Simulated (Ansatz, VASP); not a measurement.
## Two plane-wave programs on C

File INCAR:

```
SYSTEM = C
PREC = Accurate
ENCUT = 1300
EDIFF = 1E-6
ISMEAR = 0
SIGMA = 0.05
LREAL = .False.
LASPH = .True.
NELM = 120
ALGO = Normal
ISIF = 2
LWAVE = .False.
LCHARG = .True.
LELF = .True.
LVHAR = .True.
NBANDS = 11
GGA_COMPAT = .False.
```

Contents of KPOINTS:

```
Automatic mesh
0
Gamma
  12 12 12
  0 0 0
```

The input POSCAR:

```
C
1.0
    0.0000000000      1.8364009109      1.8893740141
    1.5715353949      0.0000000000      1.8893740141
    1.5715353949      1.8364009109      0.0000000000
C
2
Direct
    0.5000000000      0.5000000000      0.5000000000
    0.7500000000      0.7500000000      0.7500000000
```

Input for Ansatz:

```yaml
crystal:
  lattice:
    - [0.0, 1.8364009109, 1.8893740141]
    - [1.5715353949, 0.0, 1.8893740141]
    - [1.5715353949, 1.8364009109, 0.0]
  atoms:
    - { symbol: C, position: [0.5, 0.5, 0.5] }
    - { symbol: C, position: [0.75, 0.75, 0.75] }
basis:
  ecutwfc: 520.0
kpoints:
  mp_grid: { grid: [12, 12, 12] }
hamiltonian:
  xc: lda
  pseudopotentials: { kind: paw, azcp: { folder: soft_1 } }
scf:
  occupations: { method: gaussian, width: 0.05 }
output:
  forces: true
  stress: true
  eigenvalues: true
```

Change from the starting cell: strain +e along x and -e along y -0.0750, strain +e along z and -e/2 along x and y +0.0700.

Alike in both runs: task single point; functional LDA; k mesh 12 × 12 × 12; occupations gaussian, width 0.05 eV; no spin polarisation.

```csv
,VASP,Ansatz
version,VASP 6.6.1,Ansatz 0.2.0
potentials or method,"VASP PAW LDA potentials, release 64 (C_h), cutoff 1300 eV","scalar-relativistic, plane waves, PAW"
valence electrons in the cell,8,8
```

VASP gave:

```
gap on the k mesh at the Fermi level (eV)                     : 0.08
least direct gap on the mesh (eV)                             : 3.09
pressure (GPa)                                                : 5.8
traceless stress, the component that is largest in VASP (GPa) : 90.26
```

Problem. Which values does Ansatz return?

Solution. gap on the k mesh at the Fermi level (eV): 0.09; least direct gap on the mesh (eV): 3.09; pressure (GPa): 4.8; traceless stress, the component that is largest in VASP (GPa): 90.36.

Ansatz warns that its potentials were made for another functional, while VASP's fit it. LDA's correlation is that of Perdew and Zunger in VASP and of Perdew and Wang (1992) in Ansatz.
